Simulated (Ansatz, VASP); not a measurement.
# SiC in VASP and in Ansatz

```xyz
2
Lattice="0.0000 2.0001 2.2610 2.0001 0.0000 2.2610 2.0001 2.0001 0.0000" Properties=species:S:1:pos:R:3 pbc="T T T"
Si    0.0000    0.0000    0.0000
C     3.0001    3.0001    3.3914
```

Change from the starting cell: strain -0.080 along x and y, +0.040 along z, atoms carried along.

Alike in both runs: task single point; functional r2SCAN; k mesh 12 × 12 × 12; occupations gaussian, width 0.05 eV; no spin polarisation.

```csv
,VASP,Ansatz
version,VASP 6.6.1,Ansatz 0.2.0
potentials or method,"VASP PAW PBE potentials, release 64 (Si, C), cutoff 520 eV","scalar-relativistic, plane waves, PAW"
valence electrons in the cell,8,8
```

Ansatz gave:

| Quantity | Value |
| --- | --- |
| gap on the k mesh at the Fermi level (eV) | 0.82 |
| least direct gap on the mesh (eV) | 5.07 |
| pressure (GPa) | 37.6 |
| traceless stress, the component that is largest in VASP (GPa) | -30.62 |

Question: What did VASP give for the same quantities?

Answer: gap on the k mesh at the Fermi level (eV): 0.84; least direct gap on the mesh (eV): 5.08; pressure (GPa): 37.3; traceless stress, the component that is largest in VASP (GPa): -30.78.

VASP's potentials were made for PBE, not for r2SCAN. Both programs put the cell under a high pressure, so it lies far from rest at this level.
